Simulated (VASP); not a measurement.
A run of VASP 6.6.1 is set up as follows.

File INCAR:

```
ALGO     = Normal         # electronic algorithm
EDIFF    = 1E-6           # SCF threshold, eV
ENCUT    = 520            # plane-wave cutoff, eV
GGA      = PE             # functional
ISIF     = 2              # what is computed and relaxed
ISMEAR   = 0              # smearing method
LASPH    = True           # aspherical terms in the spheres
LCHARG   = True           # write CHGCAR
LELF     = True           # ELF
LREAL    = False          # projectors in reciprocal space
LVHAR    = True         
LWAVE    = False          # write WAVECAR
NBANDS   = 56             # bands
NELM     = 100            # most SCF steps
PREC     = Accurate       # precision mode
SIGMA    = 0.01           # smearing width, eV
```

The input KPOINTS:

```
k-points
0
Gamma
  4 4 4
```

POSCAR

```
HfO2
1.0
    5.1501000000      0.0000000000      0.0000000000
    0.0000000000      5.1852000000      0.0000000000
   -0.8308500000      0.0000000000      5.2767900000
Hf O
4 8
Direct
    0.2800000000      0.0492000000      0.2170000000
    0.7200000000      0.5492000000      0.2830000000
    0.7200000000      0.9508000000      0.7830000000
    0.2800000000      0.4508000000      0.7170000000
    0.0693000000      0.3265000000      0.3429000000
    0.9307000000      0.8265000000      0.1571000000
    0.9307000000      0.6735000000      0.6571000000
    0.0693000000      0.1735000000      0.8429000000
    0.4607000000      0.7489000000      0.4888000000
    0.5393000000      0.2489000000      0.0112000000
    0.5393000000      0.2511000000      0.5112000000
    0.4607000000      0.7511000000      0.9888000000
```

Potentials or basis: VASP PAW PBE potentials, release 64 (Hf_pv, O).

Run with:

```console
$ cat potpaw_PBE.64/Hf_pv/POTCAR potpaw_PBE.64/O/POTCAR > POTCAR
$ mpirun -np 1 vasp_std > vasp.out
```

Task: What does it give for the largest force?

Result: 1.289 eV/Å.

Task: What does it give for the band gap on the k mesh?

Result: 4.05 eV (least direct gap 4.11 eV).

Stress tensor (GPa, compression positive):
```
 0.92  0.00 -1.80
 0.00  1.79  0.00
-1.80  0.00 -2.96
```

Caveat: spin-orbit coupling is left out, which moves the levels of the heavy elements; forces of over 1 eV/Å act on the atoms, so gaps and moduli don't describe the material at rest.

**The experiment to reproduce.**

From “Temperature dependence of self-trapped exciton luminescence in nanostructured hafnia powder”, 2021, arxiv:2112.02602, for a bulk crystal of HfO2: band gap 5.54 eV (indirect).

Measured gap of HfO2: 5.54 eV (indirect; quoted in “Temperature dependence of self-trapped exciton luminescence in nanostructured hafnia powder”, 2021, arxiv:2112.02602). This calculation gives 4.05 eV (-1.49 eV). Spin-orbit coupling on Hf is left out. The value is that of PBE on a finite k mesh, which can miss the band edges, without temperature or zero-point motion. Semilocal functionals fall short of measured gaps as a rule.
